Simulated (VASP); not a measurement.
Set up this calculation in VASP 6.6.1, as the native input.

```
Task                   : single point
Functional             : LDA
Potentials or basis    : VASP PAW LDA potentials, release 64 (Cs_sv, H)
Cutoff                 : 520 eV
k mesh                 : 8 × 8 × 8
Occupations            : gaussian, width 0.05 eV
Spin                   : no spin polarisation
Dipole correction      : no
Further INCAR settings : ALGO = Normal; EDIFF = 1e-06; NBANDS = 12
```

The structure of CsH lies in POSCAR:

```
CsH
1.0
    0.0000000000      3.4430400000      2.9329600000
    3.4430400000      0.0000000000      2.9329600000
    3.4430400000      3.4430400000      0.0000000000
Cs H
1 1
Direct
    0.0000000000      0.0000000000      0.0000000000
    0.5000000000      0.5000000000      0.5000000000
```

This cell differs from its parent crystal: strain +0.080 along x and y, -0.080 along z.

One way to write it, as run:

INCAR

```
  ALGO = Normal
  EDIFF = 1E-6
  ENCUT = 520
  ISIF = 2
  ISMEAR = 0
  LASPH = True
  LCHARG = False
  LREAL = False
  LWAVE = False
  NBANDS = 12
  NELM = 80
  PREC = Accurate
  SIGMA = 0.05
```

KPOINTS

```
k-points
0
Gamma
  8 8 8
```

Potentials or basis: VASP PAW LDA potentials, release 64 (Cs_sv, H).

Launch:

```bash
$ cat potpaw_LDA.64/Cs_sv/POTCAR potpaw_LDA.64/H/POTCAR > POTCAR
$ mpirun -np 1 vasp_std > vasp.out
```

Results of the run:

The pressure is -1.1 GPa and the band gap on the k mesh is 1.90 eV.

Caveat: the cell differs from its parent crystal (strain +0.080 along x and y, -0.080 along z); spin-orbit coupling is left out, which moves the levels of the heavy elements.

Run time: 57 s on 1 thread of Intel Xeon 8259CL, on a shared host, peak memory 0.2 GiB.
